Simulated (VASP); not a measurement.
# HoAuCl4 (F-43m) in VASP: a series of runs

The runs below take HoAuCl4 through single point, relaxation of cell and atoms, with PBE.

Everything below comes from runs of VASP 6.6.1. Logs are shortened: lines on timing, memory, paths and dates and some standing lists are left out, and cuts for length are marked.

**1. The cell of the first run**

It takes space group F-43m (No. 216, cubic). The conventional cell has a = 8.087 Å, b = 8.087 Å, c = 8.087 Å, α = 90.00°, β = 90.00°, γ = 90.00°. Ho (site symmetry -43m) has 12 Cl at 3.35 Å and 4 Au at 3.50 Å within 4.4 Å. Within 4.4 Å of Au (site symmetry -43m) lie 12 Cl at 3.35 Å and 4 Ho at 3.50 Å. Within 3.8 Å of Cl (site symmetry 3m) lie 6 Cl at 2.86 Å and 3 Ho at 3.35 Å and 3 Au at 3.35 Å.

The cell was built from a structure type or drawn by symmetry, and may not be a known phase.

**2. Single point, PBE**

Input file INCAR:

```
SYSTEM = HoAuCl4
PREC = Accurate
ENCUT = 500
EDIFF = 1E-6
ISMEAR = 0
SIGMA = 0.1
LREAL = .FALSE.
LASPH = .TRUE.
NELM = 200
ALGO = Normal
ISIF = 2
LWAVE = .FALSE.
LCHARG = .FALSE.
GGA = PE
NBANDS = 33
GGA_COMPAT = .FALSE.
LMAXMIX = 6
```

Input file KPOINTS:

```
Automatic mesh
0
G
  4 4 4
  0 0 0
```

Input file POSCAR:

```
HoAuCl4
1.0
    0.0000000000      4.0436383432      4.0436383432
    4.0436383432      0.0000000000      4.0436383432
    4.0436383432      4.0436383432      0.0000000000
Ho Au Cl
1 1 4
Direct
    0.7500000000      0.7500000000      0.7500000000
    0.0000000000      0.0000000000      0.0000000000
    0.8746678068      0.3751107311      0.3751107311
    0.3751107311      0.3751107311      0.3751107311
    0.3751107311      0.8746678068      0.3751107311
    0.3751107311      0.3751107311      0.8746678068
```

Potentials or basis: VASP PAW PBE potentials, release 64 (Ho_3, Au, Cl), 4f in core.

On the command line:

```bash
$ cat potpaw_PBE.64/Ho_3/POTCAR potpaw_PBE.64/Au/POTCAR potpaw_PBE.64/Cl/POTCAR > POTCAR
$ mpirun -np 1 vasp_std > vasp.out
```

OUTCAR:

```text
SYSTEM = HoAuCl4
   PREC = Accurate
   ENCUT = 500
   EDIFF = 1E-6
   ISMEAR = 0
   LREAL = .FALSE.
   LASPH = .TRUE.
   NELM = 200
   ISIF = 2
   GGA = PE

 ion  position               nearest neighbor table
   1  0.750  0.750  0.750-   2 3.50   2 3.50   2 3.50   2 3.50
   2  0.000  0.000  0.000-   1 3.50   1 3.50   1 3.50   1 3.50
   3  0.875  0.375  0.375-
   4  0.375  0.375  0.375-
   5  0.375  0.875  0.375-
   6  0.375  0.375  0.875-

  LATTYP: Found a face centered cubic cell.
 ALAT       =     8.0872766864

  Lattice vectors:

 A1 = (   0.0000000000,   4.0436383432,   4.0436383432)
 A2 = (   4.0436383432,   0.0000000000,   4.0436383432)
 A3 = (   4.0436383432,   4.0436383432,   0.0000000000)

Analysis of symmetry for initial positions (statically):
=====================================================================
 Subroutine PRICEL returns:
 Original cell was already a primitive cell.

 Routine SETGRP: Setting up the symmetry group for a
 face centered cubic supercell.

 Subroutine GETGRP returns: Found 24 space group operations
 (whereof 24 operations were pure point group operations)
 out of a pool of 48 trial point group operations.

The static configuration has the point symmetry T_d .

Analysis of symmetry for dynamics (positions and initial velocities):
=====================================================================
 Subroutine PRICEL returns:
 Original cell was already a primitive cell.

 Routine SETGRP: Setting up the symmetry group for a
 face centered cubic supercell.

 Subroutine GETGRP returns: Found 24 space group operations
 (whereof 24 operations were pure point group operations)
 out of a pool of 48 trial point group operations.

The dynamic configuration has the point symmetry T_d .

 Subroutine INISYM returns: Found 24 space group operations
 (whereof 24 operations are pure point group operations),
 and found     1 'primitive' translations

----------------------------------------------------------------------------------------

                                     Primitive cell

  volume of cell :     132.2352

  direct lattice vectors                    reciprocal lattice vectors
     0.000000000  4.043638343  4.043638343    -0.123651019  0.123651019  0.123651019
[... 77 lines left out ...]
   EDIFF  = 0.1E-05   stopping-criterion for ELM
   LREAL  =      F    real-space projection
   EDIFFG = 0.1E-04   stopping-criterion for IOM
   NSW    =      0    number of steps for IOM
   IBRION =     -1    ionic relax: 0-MD 1-quasi-New 2-CG
   NFREE  =      0    steps in history (QN), initial steepest desc. (CG)
   ISIF   =      2    stress and relaxation
   ISYM   =      2    0-nonsym 1-usesym 2-fastsym
   POTIM  = 0.5000    time-step for ionic-motion
   TEBEG  =    0.0;   TEEND  =   0.0 temperature during run
   PSTRESS=    0.0 pullay stress
   NELECT =      48.0000    total number of electrons
   NUPDOWN=      -1.0000    fix difference up-down
   EMIN   =  10.00;   EMAX   =-10.00  energy-range for DOS
   EFERMI =   0.00;   METHOD = LEGACY
   ISMEAR =     0;   SIGMA  =   0.10  broadening in eV -4-tet -1-fermi 0-gaus
   EFERMI_NEDOS =   21; number of points for ismear=-14 and -15
   IALGO  =     38    algorithm
   IMIX   =      4    mixing-type and parameters
     AMIX     =   0.40;   BMIX     =  1.00
     AMIX_MAG =   1.60;   BMIX_MAG =  1.00
  volume/ion in A,a.u.               =      22.04       148.73
  Fermi-wavevector in a.u.,A,eV,Ry     =   1.167812  2.206845 18.555420  1.363785
  Thomas-Fermi vector in A             =   2.304307
   LORBIT       =      0    0 simple, 1 ext, 2 COOP (PROOUT), +10 PAW based schemes
   GGA     = PE    functional components
   LHFCALC =     F    Hartree Fock is set to
   AEXX    =    0.0000 exact exchange contribution
   IVDW    =     0    specifies the selected vdW correction
   LEPSILON=     F    determine dielectric tensor
   LRPA    =     F    only Hartree local field effects (RPA)
 non-spin polarized calculation
 Gauss-broadening in eV      SIGMA  =   0.10
  energy-cutoff  :      500.00
  volume of cell :      132.24
 maximum number of plane-waves:      3383
 NGX is ok and might be reduce to    42
   NGX = 21   NGY = 21   NGZ = 21

 number of electron      47.9999995 magnetization

 Free energy of the ion-electron system (eV)
  ---------------------------------------------------
  ext. energy  EPLUGINS =         0.00000000
  ---------------------------------------------------
  free energy    TOTEN  =       -15.70776372 eV

  energy without entropy =      -15.64957155  energy(sigma->0) =      -15.67866764

 E-fermi :   3.8784     XC(G=0): -10.0320

 val. band max:        3.8635263750   @ k =   0.5000   0.2500   0.0000
 cond. band min:       3.9013760700   @ k =  -0.2500   0.2500   0.0000
 fundamental gap:      0.0378496949
 Fermi energy:         3.8784483399

 k-point     1 :       0.0000    0.0000    0.0000
  band No.  band energies     occupation
      1     -21.8821      2.00000
      2     -21.8821      2.00000
      3     -21.8821      2.00000
      4     -12.2878      2.00000
      5     -10.1637      2.00000
      6     -10.1637      2.00000
[... 277 lines left out ...]
     32       9.3252      0.00000
     33       9.9402      0.00000

------------------------ aborting loop because EDIFF is reached ----------------------------------------

  FORCE on cell =-STRESS in cart. coord.  units (eV):
  Direction    XX          YY          ZZ          XY          YZ          ZX
  --------------------------------------------------------------------------------------
  -------------------------------------------------------------------------------------
  Total       -0.1253063     -0.1253063     -0.1253063      0.0000000     -0.0000000      0.0000000
  in kB       -1.5182266     -1.5182266     -1.5182266      0.0000000     -0.0000000      0.0000000
  external PRESSURE =      -1.5182266 kB  Pullay stress =       0.0000000 kB

 VOLUME and BASIS-vectors are now :
 -----------------------------------------------------------------------------
  energy-cutoff  :      500.00
  volume of cell :      132.24
      direct lattice vectors                 reciprocal lattice vectors
     0.000000000  4.043638343  4.043638343    -0.123651019  0.123651019  0.123651019
     4.043638343  0.000000000  4.043638343     0.123651019 -0.123651019  0.123651019
     4.043638343  4.043638343  0.000000000     0.123651019  0.123651019 -0.123651019

 POSITION                                       TOTAL-FORCE (eV/Angst)
 -----------------------------------------------------------------------------------
      6.06546      6.06546      6.06546         0.000000      0.000000      0.000000
      0.00000      0.00000      0.00000         0.000000      0.000000      0.000000
      3.03362      5.05365      5.05365         0.002742     -0.002742     -0.002742
      3.03362      3.03362      3.03362         0.002742      0.002742      0.002742
      5.05365      3.03362      5.05365        -0.002742      0.002742     -0.002742
      5.05365      5.05365      3.03362        -0.002742     -0.002742      0.002742
 -----------------------------------------------------------------------------------
    total drift:                               -0.000001     -0.000001     -0.000001

  FREE ENERGIE OF THE ION-ELECTRON SYSTEM (eV)
  ---------------------------------------------------
  free  energy   TOTEN  =       -15.7077637232 eV

  energy  without entropy=      -15.6495715539  energy(sigma->0) =      -15.67866764
```

It took 36 s on 1 thread of Intel Xeon 6975P-C (Granite Rapids), shared host; peak memory 0.26 GiB.

Results:

* Free energy: -15.7078 eV
* Pressure: -0.2 GPa
* Largest force: 0.005 eV/Å
* Band gap on the k mesh: zero (bands 24 and 25 overlap by 0.25 eV)

Forces on the atoms (eV/Å):
```
Ho   0.000  0.000  0.000
Au   0.000  0.000  0.000
Cl   0.003 -0.003 -0.003
Cl   0.003  0.003  0.003
Cl  -0.003  0.003 -0.003
Cl  -0.003 -0.003  0.003
```

Levels at points of the mesh, in eV from the Fermi level:
| k point | band 20 | band 21 | band 22 | band 23 | band 24 | band 25 | band 26 | band 27 |
| --- | --- | --- | --- | --- | --- | --- | --- | --- |
| (0.00, 0.00, 0.00) | -0.71 | -0.71 | -0.71 | 0.24 | 0.24 | 0.24 | 2.29 | 2.29 |
| (0.50, 0.00, 0.00) | -1.61 | -1.61 | -0.69 | -0.45 | 0.10 | 0.10 | 2.35 | 2.42 |
| (0.50, 0.50, 0.00) | -2.04 | -1.95 | -1.26 | -0.06 | -0.06 | 0.38 | 1.93 | 2.18 |

Caveat: spin-orbit coupling is left out, which moves the levels of the heavy elements; the 4f electrons are frozen in the core, so they carry no moment and show no levels; the run has no spin polarisation, though such a crystal can be magnetic. With open d or f shells a metallic result of PBE can be an artefact of self-interaction; +U or a hybrid may open a gap.

**3. Single point, PBE**

This run uses another cell than the first one, of 26.70 Å³/atom.

Input file INCAR:

```
PREC     = Accurate       # precision mode
ENCUT    = 500            # plane-wave cutoff, eV
EDIFF    = 1E-6           # SCF threshold, eV
ISMEAR   = 0              # smearing method
SIGMA    = 0.1            # smearing width, eV
LREAL    = False          # projectors in reciprocal space
LASPH    = True           # aspherical terms in the spheres
NELM     = 200            # most SCF steps
ALGO     = Normal         # electronic algorithm
ISIF     = 2              # what is computed and relaxed
LWAVE    = False          # write WAVECAR
LCHARG   = True           # write CHGCAR
GGA      = PE             # functional
LELF     = True           # ELF
LVHAR    = True         
NBANDS   = 33             # bands
GGA_COMPAT= False        
LMAXMIX  = 6              # l up to which the mixer works
```

Input file KPOINTS:

```
Automatic mesh
0
Gamma
  4 4 4
```

Input file POSCAR:

```
HoAuCl4
1.0
    0.0000000000      4.3104372700      4.3104372700
    4.3104372700      0.0000000000      4.3104372700
    4.3104372700      4.3104372700      0.0000000000
Ho Au Cl
1 1 4
Direct
    0.7500000000      0.7500000000      0.7500000000
    0.0000000000      0.0000000000      0.0000000000
    0.8749721900      0.3750092700      0.3750092700
    0.3750092700      0.3750092700      0.3750092700
    0.3750092700      0.8749721900      0.3750092700
    0.3750092700      0.3750092700      0.8749721900
```

Potentials or basis: VASP PAW PBE potentials, release 64 (Ho_3, Au, Cl), 4f in core.

On the command line:

```bash
$ cat potpaw_PBE.64/Ho_3/POTCAR potpaw_PBE.64/Au/POTCAR potpaw_PBE.64/Cl/POTCAR > POTCAR
$ mpirun -np 1 vasp_std > vasp.out
```

OUTCAR:

```text
PREC = Accurate
   ENCUT = 500
   EDIFF = 1E-6
   ISMEAR = 0
   LREAL = False
   LASPH = True
   NELM = 200
   ISIF = 2
   GGA = PE

 ion  position               nearest neighbor table
   1  0.750  0.750  0.750-
   2  0.000  0.000  0.000-
   3  0.875  0.375  0.375-
   4  0.375  0.375  0.375-
   5  0.375  0.875  0.375-
   6  0.375  0.375  0.875-

  LATTYP: Found a face centered cubic cell.
 ALAT       =     8.6208745400

  Lattice vectors:

 A1 = (   0.0000000000,   4.3104372700,   4.3104372700)
 A2 = (   4.3104372700,   0.0000000000,   4.3104372700)
 A3 = (   4.3104372700,   4.3104372700,   0.0000000000)

Analysis of symmetry for initial positions (statically):
=====================================================================
 Subroutine PRICEL returns:
 Original cell was already a primitive cell.

 Routine SETGRP: Setting up the symmetry group for a
 face centered cubic supercell.

 Subroutine GETGRP returns: Found 24 space group operations
 (whereof 24 operations were pure point group operations)
[... 155 lines left out ...]

 E-fermi :   2.0583     XC(G=0):  -9.1175

 val. band max:        2.0345640900   @ k =   0.5000   0.2500   0.0000
 cond. band min:       2.0633230186   @ k =   0.2500   0.2500   0.0000
 fundamental gap:      0.0287589286
 Fermi energy:         2.0582877146

 k-point     1 :       0.0000    0.0000    0.0000
  band No.  band energies     occupation
      1     -24.4102      2.00000
      2     -24.4102      2.00000
      3     -24.4102      2.00000
      4     -12.8770      2.00000
      5     -11.4840      2.00000
      6     -11.4840      2.00000
[... 277 lines left out ...]
     32       6.9844      0.00000
     33       7.3792      0.00000

------------------------ aborting loop because EDIFF is reached ----------------------------------------

  FORCE on cell =-STRESS in cart. coord.  units (eV):
  Direction    XX          YY          ZZ          XY          YZ          ZX
  --------------------------------------------------------------------------------------
  -------------------------------------------------------------------------------------
  Total       -5.7320891     -5.7320891     -5.7320891     -0.0000000      0.0000000     -0.0000000
  in kB      -57.3362825    -57.3362825    -57.3362825     -0.0000000      0.0000000     -0.0000000
  external PRESSURE =     -57.3362825 kB  Pullay stress =       0.0000000 kB

 VOLUME and BASIS-vectors are now :
 -----------------------------------------------------------------------------
  energy-cutoff  :      500.00
  volume of cell :      160.17
      direct lattice vectors                 reciprocal lattice vectors
     0.000000000  4.310437270  4.310437270    -0.115997512  0.115997512  0.115997512
     4.310437270  0.000000000  4.310437270     0.115997512 -0.115997512  0.115997512
     4.310437270  4.310437270  0.000000000     0.115997512  0.115997512 -0.115997512

 POSITION                                       TOTAL-FORCE (eV/Angst)
 -----------------------------------------------------------------------------------
      6.46566      6.46566      6.46566        -0.000000     -0.000000     -0.000000
      0.00000      0.00000      0.00000        -0.000000     -0.000000     -0.000000
      3.23291      5.38797      5.38797         0.016300     -0.016300     -0.016300
      3.23291      3.23291      3.23291         0.016300      0.016300      0.016300
      5.38797      3.23291      5.38797        -0.016300      0.016300     -0.016300
      5.38797      5.38797      3.23291        -0.016300     -0.016300      0.016300
 -----------------------------------------------------------------------------------
    total drift:                                0.000000      0.000000      0.000000

  FREE ENERGIE OF THE ION-ELECTRON SYSTEM (eV)
  ---------------------------------------------------
  free  energy   TOTEN  =       -15.1118066868 eV

  energy  without entropy=      -15.0341627619  energy(sigma->0) =      -15.07298472
```

stdout:

```text
POSCAR found type information on POSCAR HoAuCl
 POSCAR found :  3 types and       6 ions
 scaLAPACK will be used
 LDA part: xc-table for (Slater+PW92), standard interpolation
 POSCAR, INCAR and KPOINTS ok, starting setup
 FFT: planning ... GRIDC
 FFT: planning ... GRID_SOFT
 FFT: planning ... GRID
 WAVECAR not read
 entering main loop
```

Run time: 53 s. Hardware: 1 thread of Intel Xeon 6975P-C (Granite Rapids), shared host; peak memory 0.34 GiB.

Results:

| Item | Value |
| --- | --- |
| Free energy | -15.1118 eV |
| Pressure | -5.7 GPa |
| Band gap on the k mesh | zero (bands 24 and 25 overlap by 0.19 eV) |

Caveat: the cell stands under tension; spin-orbit coupling is left out, which moves the levels of the heavy elements; the 4f electrons are frozen in the core, so they carry no moment and show no levels; the run has no spin polarisation, though such a crystal can be magnetic. With open d or f shells a metallic result of PBE can be an artefact of self-interaction; +U or a hybrid may open a gap.

**4. Single point, PBE**

This run uses another cell than the first one, of 22.18 Å³/atom.

Input file INCAR:

```
ALGO = Normal ; EDIFF = 1E-6
ENCUT = 500 ; GGA = PE
GGA_COMPAT = F ; ISIF = 2
ISMEAR = 0 ; LASPH = T
LCHARG = F ; LMAXMIX = 6
LREAL = F ; LWAVE = F
NBANDS = 33 ; NELM = 200
PREC = Accurate ; SIGMA = 0.1
```

Input file KPOINTS:

```
k-points
0
Gamma
  8 8 8
```

Input file POSCAR:

```
HoAuCl4
1.0
    0.0000000000      4.0524438299      4.0524438299
    4.0524438299      0.0000000000      4.0524438299
    4.0524438299      4.0524438299      0.0000000000
Ho Au Cl
1 1 4
Direct
    0.2500000000      0.2500000000      0.2500000000
    0.0000000000      0.0000000000      0.0000000000
    0.6251370293      0.6251370293      0.1245889120
    0.6251370293      0.1245889120      0.6251370293
    0.1245889120      0.6251370293      0.6251370293
    0.6251370293      0.6251370293      0.6251370293
```

On the command line:

```bash
$ cat potpaw_PBE.64/Ho_3/POTCAR potpaw_PBE.64/Au/POTCAR potpaw_PBE.64/Cl/POTCAR > POTCAR
$ mpirun -np 1 vasp_std > vasp.out
```

It took 94 s on 1 thread of Intel Xeon 6975P-C (Granite Rapids), shared host; peak memory 0.32 GiB.

It converged, with:

* Free energy: -15.6511 eV
* Pressure: -0.2 GPa
* Largest force: 0.004 eV/Å
* Band gap on the k mesh: zero (bands 24 and 25 overlap by 0.28 eV)

Forces on the atoms (eV/Å):
```
Ho   0.000  0.000  0.000
Au   0.000  0.000  0.000
Cl   0.002  0.002 -0.002
Cl   0.002 -0.002  0.002
Cl  -0.002  0.002  0.002
Cl  -0.002 -0.002 -0.002
```

Levels at points of the mesh, in eV from the Fermi level:
```
           k point  band 21  band 22  band 23  band 24  band 25  band 26  band 27  band 28
(0.00, 0.00, 0.00)    -0.69    -0.69     0.27     0.27     0.27     2.23     2.23     2.23
(0.50, 0.00, 0.00)    -1.67    -0.67    -0.50     0.13     0.13     2.30     2.37     2.37
(0.50, 0.50, 0.00)    -2.03    -1.30    -0.03    -0.03     0.33     1.88     2.12     2.12
```

Caveat: spin-orbit coupling is left out, which moves the levels of the heavy elements; the 4f electrons are frozen in the core, so they carry no moment and show no levels; the run has no spin polarisation, though such a crystal can be magnetic. Spin polarisation is off, so any magnetic state and its effect on volume and gap are missing.

(Part 1 of 2 ends here.)
